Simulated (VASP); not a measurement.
# Zn (R-3m) in VASP: notebook

The runs below take Zn through single point, with LDA.

All numbers are computed with VASP 6.6.1; they aren't measurements. Logs are shortened: lines on timing, memory, paths and dates and some standing lists are left out, and cuts for length are marked.

## Step 1: The cell of the first run

The structure is trigonal, space group R-3m (No. 166). Conventional cell: a = 4.467 Å, b = 4.467 Å, c = 2.244 Å, α = 90.00°, β = 90.00°, γ = 120.00°. Zn (site symmetry -3m) has 14 Zn at 2.24 to 2.98 Å within 3.0 Å.

## Step 2: Single point, LDA

File INCAR:

```
ALGO = Fast
EDIFF = 1E-6
ENCUT = 520
ISIF = 2
ISMEAR = 0
LASPH = True
LCHARG = False
LREAL = False
LWAVE = False
NBANDS = 12
NELM = 60
PREC = Accurate
SIGMA = 0.15
```

File KPOINTS:

```
k-points
0
Gamma
  22 22 22
```

File POSCAR:

```
Zn
1.0
   -1.6741464933      1.4847198106      1.4847198106
    1.4847198106     -1.6741464933      1.4847198106
    1.4847198106      1.4847198106     -1.6741464933
Zn
1
Direct
    0.0000000000      0.0000000000      0.0000000000
```

Potentials or basis: VASP PAW LDA potentials, release 64 (Zn).

Started as:

```bash
> cat potpaw_LDA.64/Zn/POTCAR > POTCAR
> mpirun -np 1 vasp_std > vasp.out
```

OUTCAR:

```text
EDIFF = 1E-6
   ENCUT = 520
   ISIF = 2
   ISMEAR = 0
   LASPH = True
   LREAL = False
   NELM = 60
   PREC = Accurate

 ion  position               nearest neighbor table
   1  0.000  0.000  0.000-

  LATTYP: Found a trigonal (rhomboedric) cell.
 ALAT       =     2.6854333566
 COS(alpha) =    -0.3836738462

  Lattice vectors:

 A1 = (  -1.6741464933,   1.4847198106,   1.4847198106)
 A2 = (   1.4847198106,  -1.6741464933,   1.4847198106)
 A3 = (   1.4847198106,   1.4847198106,  -1.6741464933)

Analysis of symmetry for initial positions (statically):
=====================================================================
 Subroutine PRICEL returns:
 Original cell was already a primitive cell.

 Routine SETGRP: Setting up the symmetry group for a
 trigonal (rhombohedral) supercell.

 Subroutine GETGRP returns: Found 12 space group operations
 (whereof 12 operations were pure point group operations)
 out of a pool of 12 trial point group operations.

The static configuration has the point symmetry D_3d.

Analysis of symmetry for dynamics (positions and initial velocities):
=====================================================================
 Subroutine PRICEL returns:
 Original cell was already a primitive cell.

 Routine SETGRP: Setting up the symmetry group for a
 trigonal (rhombohedral) supercell.

 Subroutine GETGRP returns: Found 12 space group operations
 (whereof 12 operations were pure point group operations)
 out of a pool of 12 trial point group operations.

The dynamic configuration has the point symmetry D_3d.

 Subroutine INISYM returns: Found 12 space group operations
 (whereof 12 operations are pure point group operations),
 and found     1 'primitive' translations

----------------------------------------------------------------------------------------

                                     Primitive cell

  volume of cell :      12.9250

  direct lattice vectors                    reciprocal lattice vectors
    -1.674146493  1.484719811  1.484719811     0.046295827  0.362865097  0.362865097
     1.484719811 -1.674146493  1.484719811     0.362865097  0.046295827  0.362865097
     1.484719811  1.484719811 -1.674146493     0.362865097  0.362865097  0.046295827

  length of vectors
     2.685433357  2.685433357  2.685433357     0.515252813  0.515252813  0.515252813

  position of ions in fractional coordinates (direct lattice)
     0.000000000  0.000000000  0.000000000

  ion indices of the primitive-cell ions
   primitive index   ion index
                 1           1

----------------------------------------------------------------------------------------

 KPOINTS: k-points

Automatic generation of k-mesh.
 Grid dimensions read from file:
 generate k-points for:   22   22   22

 Generating k-lattice:

  Cartesian coordinates                     Fractional coordinates (reciprocal lattice)
     0.002104356  0.016493868  0.016493868     0.045454545  0.000000000  0.000000000
     0.016493868  0.002104356  0.016493868     0.000000000  0.045454545  0.000000000
     0.016493868  0.016493868  0.002104356     0.000000000  0.000000000  0.045454545

  Length of vectors
     0.023420582  0.023420582  0.023420582

  Shift w.r.t. Gamma in fractional coordinates (k-lattice)
     0.000000000  0.000000000  0.000000000

 Subroutine IBZKPT returns following result:
 ===========================================

 Found   1024 irreducible k-points:

 Following reciprocal coordinates:
            Coordinates               Weight
  0.000000  0.000000  0.000000      1.000000
  0.045455 -0.000000 -0.000000      6.000000
  0.090909 -0.000000 -0.000000      6.000000
  0.136364 -0.000000 -0.000000      6.000000
  0.181818 -0.000000 -0.000000      6.000000
  0.227273 -0.000000 -0.000000      6.000000
[... 16 lines left out ...]
  0.500000  0.045455 -0.000000     12.000000
 -0.454545  0.045455  0.000000     12.000000
 [... further k-points ...]
   k-points           NKPTS =   1024   k-points in BZ     NKDIM =   1024   number of bands    NBANDS=     12
   number of dos      NEDOS =    301   number of ions     NIONS =      1
   total plane-waves  NPLWV =   8000
   dimension x,y,z NGX =    20 NGY =   20 NGZ =   20
   dimension x,y,z NGXF=    40 NGYF=   40 NGZF=   40
   ions per type =               1
   NGX,Y,Z   is equivalent  to a cutoff of  12.38, 12.38, 12.38 a.u.
   NGXF,Y,Z  is equivalent  to a cutoff of  24.76, 24.76, 24.76 a.u.
 SYSTEM =  unknown system
   PREC   = accura    normal or accurate (medium, high low for compatibility)
   ISTART =      0    job   : 0-new  1-cont  2-samecut
   ICHARG =      2    charge: 1-file 2-atom 10-const
   ISPIN  =      1    spin polarized calculation?
   LNONCOLLINEAR =      F non collinear calculations
   LSORBIT =      F    spin-orbit coupling
   LASPH  =      T    aspherical Exc in radial PAW
   ENCUT  =  520.0 eV  38.22 Ry    6.18 a.u.   4.99  4.99  4.99*2*pi/ulx,y,z
   NELM   =     60;   NELMIN=  2; NELMDL= -5     # of ELM steps
   EDIFF  = 0.1E-05   stopping-criterion for ELM
   LREAL  =      F    real-space projection
   EDIFFG = 0.1E-04   stopping-criterion for IOM
   NSW    =      0    number of steps for IOM
   IBRION =     -1    ionic relax: 0-MD 1-quasi-New 2-CG
   NFREE  =      0    steps in history (QN), initial steepest desc. (CG)
   ISIF   =      2    stress and relaxation
   ISYM   =      2    0-nonsym 1-usesym 2-fastsym
   POTIM  = 0.5000    time-step for ionic-motion
   TEBEG  =    0.0;   TEEND  =   0.0 temperature during run
   PSTRESS=    0.0 pullay stress
   NELECT =      12.0000    total number of electrons
   NUPDOWN=      -1.0000    fix difference up-down
   EMIN   =  10.00;   EMAX   =-10.00  energy-range for DOS
   EFERMI =   0.00;   METHOD = LEGACY
   ISMEAR =     0;   SIGMA  =   0.15  broadening in eV -4-tet -1-fermi 0-gaus
   EFERMI_NEDOS =   21; number of points for ismear=-14 and -15
   IALGO  =     68    algorithm
   IMIX   =      4    mixing-type and parameters
     AMIX     =   0.40;   BMIX     =  1.00
     AMIX_MAG =   1.60;   BMIX_MAG =  1.00
  volume/ion in A,a.u.               =      12.93        87.22
  Fermi-wavevector in a.u.,A,eV,Ry     =   1.597074  3.018032 34.703641  2.550646
  Thomas-Fermi vector in A             =   2.694737
   LORBIT       =      0    0 simple, 1 ext, 2 COOP (PROOUT), +10 PAW based schemes
   GGA     = CA    functional components
   LHFCALC =     F    Hartree Fock is set to
   AEXX    =    0.0000 exact exchange contribution
   IVDW    =     0    specifies the selected vdW correction
   LEPSILON=     F    determine dielectric tensor
   LRPA    =     F    only Hartree local field effects (RPA)
 non-spin polarized calculation
 RMM-DIIS sequential band-by-band and
 Gauss-broadening in eV      SIGMA  =   0.15
  energy-cutoff  :      520.00
  volume of cell :       12.93
 maximum number of plane-waves:       362
   NGX =  9   NGY =  9   NGZ =  9

 number of electron      12.0000001 magnetization

 Free energy of the ion-electron system (eV)
  ---------------------------------------------------
  ext. energy  EPLUGINS =         0.00000000
  ---------------------------------------------------
  free energy    TOTEN  =        -1.61862528 eV

  energy without entropy =       -1.61551078  energy(sigma->0) =       -1.61706803

 E-fermi :   4.0538     XC(G=0): -12.7610

 val. band max:        4.0534418664   @ k =   0.3182   0.1818   0.1818
 cond. band min:       4.0540579858   @ k =   0.3182   0.3182   0.0909
 fundamental gap:      0.0006161193
 Fermi energy:         4.0538269108

 k-point     1 :       0.0000    0.0000    0.0000
  band No.  band energies     occupation
      1      -7.6347      2.00000
      2      -4.9197      2.00000
      3      -4.0623      2.00000
      4      -4.0623      2.00000
      5      -3.3204      2.00000
      6      -3.3204      2.00000
      7      21.3925      0.00000
      8      21.3925      0.00000
      9      23.4058      0.00000
     10      25.2816      0.00000
     11      25.2816      0.00000
     12      27.8369      0.00000

 k-point     2 :       0.0455   -0.0000   -0.0000
  band No.  band energies     occupation
      1      -7.5455      2.00000
      2      -4.8898      2.00000
      3      -4.0655      2.00000
      4      -4.0507      2.00000
      5      -3.3448      2.00000
      6      -3.3359      2.00000
      7      21.1624      0.00000
      8      21.2963      0.00000
      9      23.1325      0.00000
     10      25.5042      0.00000
     11      25.9081      0.00000
     12      27.6034      0.00000

 k-point     3 :       0.0909   -0.0000   -0.0000
  band No.  band energies     occupation
      1      -7.2800      2.00000
      2      -4.8025      2.00000
      3      -4.0761      2.00000
      4      -4.0161      2.00000
      5      -3.4137      2.00000
      6      -3.3794      2.00000
      7      20.6112      0.00000
      8      20.9105      0.00000
      9      23.0017      0.00000
     10      25.8154      0.00000
     11      26.4170      0.00000
     12      27.1888      0.00000
[... 286 lines left out ...]
 k-point    23 :       0.5000    0.0455   -0.0000
  band No.  band energies     occupation
      1      -5.0939      2.00000
      2      -4.5369      2.00000
      3      -3.6779      2.00000
      4      -3.5868      2.00000
      5      -2.9670      2.00000
      6       1.6449      2.00000
      7       5.8991      0.00000
      8      15.3702      0.00000
      9      17.0703      0.00000
     10      21.4329      0.00000
     11      23.1606      0.00000
     12      31.0458      0.00000

 k-point    24 :      -0.4545    0.0455    0.0000
  band No.  band energies     occupation
      1      -5.0578      2.00000
      2      -4.4998      2.00000
      3      -3.6808      2.00000
      4      -3.6046      2.00000
      5      -3.0550      2.00000
      6       0.3822      2.00000
      7       7.5176      0.00000
      8      15.3390      0.00000
      9      16.9732      0.00000
     10      21.8727      0.00000
     11      23.4961      0.00000
     12      29.8564      0.00000

 [... further k-points ...]
[... 5 lines left out ...]
  --------------------------------------------------------------------------------------
  -------------------------------------------------------------------------------------
  Total        1.2583467      1.2583467      1.2583467      1.0980214      1.0980214      1.0980214
  in kB      155.9841082    155.9841082    155.9841082    136.1102464    136.1102464    136.1102464
  external PRESSURE =     155.9841082 kB  Pullay stress =       0.0000000 kB

 VOLUME and BASIS-vectors are now :
 -----------------------------------------------------------------------------
  energy-cutoff  :      520.00
  volume of cell :       12.93
      direct lattice vectors                 reciprocal lattice vectors
    -1.674146493  1.484719811  1.484719811     0.046295827  0.362865097  0.362865097
     1.484719811 -1.674146493  1.484719811     0.362865097  0.046295827  0.362865097
     1.484719811  1.484719811 -1.674146493     0.362865097  0.362865097  0.046295827

 POSITION                                       TOTAL-FORCE (eV/Angst)
 -----------------------------------------------------------------------------------
      0.00000      0.00000      0.00000        -0.000000      0.000000     -0.000000
 -----------------------------------------------------------------------------------
    total drift:                                0.000000     -0.000000     -0.000000

  FREE ENERGIE OF THE ION-ELECTRON SYSTEM (eV)
  ---------------------------------------------------
  free  energy   TOTEN  =        -1.6186252808 eV

  energy  without entropy=       -1.6155107843  energy(sigma->0) =       -1.61706803
```

It took 92 s on 1 thread of Intel Xeon 6975P-C (Granite Rapids), shared host; peak memory 0.25 GiB.

What came out:

| Quantity | Value |
| --- | --- |
| Free energy | -1.6186 eV |
| Pressure | 15.6 GPa |
| Band gap on the k mesh | zero (band 6 reaches 7.90 eV, above the bottom of band 7 at 2.14 eV) |

## Step 3: Single point, LDA

This run uses another cell than the first one, of 13.29 Å³/atom, 1.028 times its volume.

File INCAR:

```
SYSTEM = Zn
  PREC = Accurate
  ENCUT = 520
  EDIFF = 1E-6
  ISMEAR = 0
  SIGMA = 0.15
  LREAL = .False.
  LASPH = .True.
  NELM = 100
  ALGO = Fast
  ISIF = 2
  LWAVE = .False.
  LCHARG = .False.
  NBANDS = 12
```

File KPOINTS:

```
regular mesh
0
Gamma
  22 22 22
  0 0 0
```

File POSCAR:

```
Zn
1.0
   -1.8890501310      1.5172010443      1.5172010443
    1.5172010443     -1.8890501310      1.5172010443
    1.5172010443      1.5172010443     -1.8890501310
Zn
1
Direct
    0.0000000000      0.0000000000      0.0000000000
```

Potentials or basis: VASP PAW LDA potentials, release 64 (Zn).

Started as:

```bash
> cat potpaw_LDA.64/Zn/POTCAR > POTCAR
> mpirun -np 1 vasp_std > vasp.out
```

Wall time 2 min (1 thread of Intel Xeon 6975P-C (Granite Rapids), shared host); peak memory 0.26 GiB.

The run converged. Its results:

- Free energy: -0.7444 eV
- Pressure: 44.0 GPa
- Band gap on the k mesh: zero (band 6 reaches 7.51 eV, above the bottom of band 7 at 0.54 eV)

Stress tensor (GPa, compression positive):
```
43.96 46.96 46.96
46.96 43.96 46.96
46.96 46.96 43.96
```

Levels at points of the mesh, in eV from the Fermi level:
```tsv
k point	band 3	band 4	band 5	band 6	band 7	band 8	band 9	band 10
(0.00, 0.00, 0.00)	-8.13	-8.13	-6.88	-6.88	12.90	12.90	16.65	17.87
(0.50, 0.00, 0.00)	-7.66	-7.46	-6.69	-0.36	4.05	11.86	14.08	16.77
(0.50, 0.50, 0.00)	-7.49	-6.86	-6.81	-4.13	-3.09	7.40	12.48	28.96
(0.50, 0.50, 0.50)	-7.40	-7.40	-6.36	3.88	7.36	7.36	10.97	10.97
```
